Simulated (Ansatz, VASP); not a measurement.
**Two plane-wave programs on Be3Te2Se**

```xyz
6
Lattice="5.8994 0.0000 0.0000 -2.9497 5.1090 0.0000 0.0000 0.0000 4.8677" Properties=species:S:1:pos:R:3 pbc="T T T"
Be    0.0000    3.4060    2.4338
Be    2.9497    1.7030    2.4338
Be    0.0000    0.0000    2.4338
Te    0.0000    3.4060    0.0000
Te    2.9497    1.7030    0.0000
Se    0.0000    0.0000    0.0000
```

Alike in both runs: task relaxation of cell and atoms; functional PBE; k mesh 3 × 3 × 3; occupations gaussian, width 0.15 eV; no spin polarisation.

|  | VASP | Ansatz |
| --- | --- | --- |
| version | VASP 6.6.1 | Ansatz 0.2.0 |
| potentials or method | VASP PAW PBE potentials, release 64 (Be, Te, Se), cutoff 600 eV | scalar-relativistic, plane waves, PAW |
| valence electrons in the cell | 24 | 54 |

Ansatz gave:

| Quantity | Value |
| --- | --- |
| gap on the k mesh at the Fermi level, each at its own relaxed structure (eV) | none |
| relaxed volume (Å³/atom) | 21.01 |
| relaxed cell length with the largest relative difference (Å) | 5.608 |

What did VASP give for the same quantities?

gap on the k mesh at the Fermi level, each at its own relaxed structure (eV): none; relaxed volume (Å³/atom): 21.33; relaxed cell length with the largest relative difference (Å): 5.646.

A gap of «none» marks a metal or a gap that the smearing closes. VASP's potentials hold 24 valence electrons a cell and Ansatz's 54, so a difference there can come from the potentials and not from the codes.

The k mesh is coarse, so the values compare programs but aren't converged. Neither program's run includes spin-orbit coupling.
